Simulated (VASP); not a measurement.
A run of VASP 6.6.1:

Contents of INCAR:

```
SYSTEM = ZnS
ALGO     = Normal         ! electronic algorithm
EDIFF    = 1E-6           ! SCF threshold, eV
ENCUT    = 520            ! plane-wave cutoff, eV
GGA      = PE             ! functional
ISIF     = 2              ! what is computed and relaxed
ISMEAR   = 0              ! smearing method
LASPH    = .True.         ! aspherical terms in the spheres
LCHARG   = .False.        ! write CHGCAR
LREAL    = .False.        ! projectors in reciprocal space
LWAVE    = .False.        ! write WAVECAR
NBANDS   = 16             ! bands
NELM     = 60             ! most SCF steps
PREC     = Accurate       ! precision mode
SIGMA    = 0.02           ! smearing width, eV
```

File KPOINTS:

```
k-points
0
Gamma
  10 10 10
  0 0 0
```

Contents of POSCAR:

```
ZnS
1.0
    0.0000000000      2.6659250102      2.6659250102
    2.6659250102      0.0000000000      2.6659250102
    2.6659250102      2.6659250102      0.0000000000
Zn S
1 1
Direct
    0.2500000000      0.2500000000      0.2500000000
    0.0000000000      0.0000000000      0.0000000000
```

Potentials or basis: VASP PAW PBE potentials, release 64 (Zn, S).

Launch:

```sh
$ cat potpaw_PBE.64/Zn/POTCAR potpaw_PBE.64/S/POTCAR > POTCAR
$ mpirun -np 1 vasp_std > vasp.out
```

Hardware: 1 thread of Intel Xeon 8259CL, with other jobs on the host.

Task: How long does it take, and how much memory?

Result: Run time: 36 s on 1 thread of Intel Xeon 8259CL, with other jobs on the host, peak memory 0.17 GiB. Counts: scf iterations 12, k points 47.
